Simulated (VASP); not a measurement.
Input of a VASP 6.6.1 run:

File INCAR:

```
SYSTEM = Pt
PREC = Accurate
ENCUT = 520
EDIFF = 1E-6
ISMEAR = -1
SIGMA = 0.05
LREAL = .FALSE.
LASPH = .TRUE.
NELM = 150
ALGO = Normal
ISIF = 2
LWAVE = .FALSE.
LCHARG = .TRUE.
LNONCOLLINEAR = .TRUE.
MAGMOM = 0 0 0 0 0 0
LORBIT = 11
LSORBIT = .TRUE.
GGA_COMPAT = .FALSE.
LORBMOM = .TRUE.
LMAXMIX = 4
GGA = PE
LVHAR = .TRUE.
NBANDS = 32
```

KPOINTS

```
regular mesh
0
G
  11 11 6
  0 0 0
```

File POSCAR:

```
Pt
1.0
    2.7606656158      0.0000000000      0.0000000000
   -1.3803328079      2.3908065546      0.0000000000
    0.0000000000      0.0000000000      4.7921340000
Pt
2
Direct
    0.3333333333      0.6666666667      0.2500000000
    0.6666666667      0.3333333333      0.7500000000
```

Potentials or basis: VASP PAW PBE potentials, release 64 (Pt).

Launch:

```sh
$ cat potpaw_PBE.64/Pt/POTCAR > POTCAR
$ mpirun -np 1 vasp_ncl > vasp.out
```

**Question.** What does it give for the pressure?

**Answer.** -0.3 GPa.

**Question.** What does it give for the net moment?

**Answer.** 0.00 μB per cell.

Moments on the atoms (μB; x, y, z):
```
Pt  0.00 0.00 0.00
Pt  0.00 0.00 0.00
```
